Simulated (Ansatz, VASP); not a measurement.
## One calculation of V, two programs

```
V
1.0
    -1.49918    1.49918    1.49918
     1.49918   -1.49918    1.49918
     1.49918    1.49918   -1.49918
V
1
Direct
  0.00000 0.00000 0.00000
```

Alike in both runs: task single point; functional PBE; k mesh 15 × 15 × 15; occupations fermi-dirac, width 1 eV; no spin polarisation.

```csv
,VASP,Ansatz
version,VASP 6.6.1,Ansatz 0.2.0
potentials or method,"VASP PAW PBE potentials, release 64 (V_sv), cutoff 520 eV","plane waves (420 eV) with PAW, scalar-relativistic"
valence electrons in the cell,13,13
```

VASP gave:

- pressure (GPa): 27.6

Problem. Which values does Ansatz return?

Solution. Pressure (GPa): 27.3.

The functional is the same, so the differences come from potentials, cutoffs and numerics.
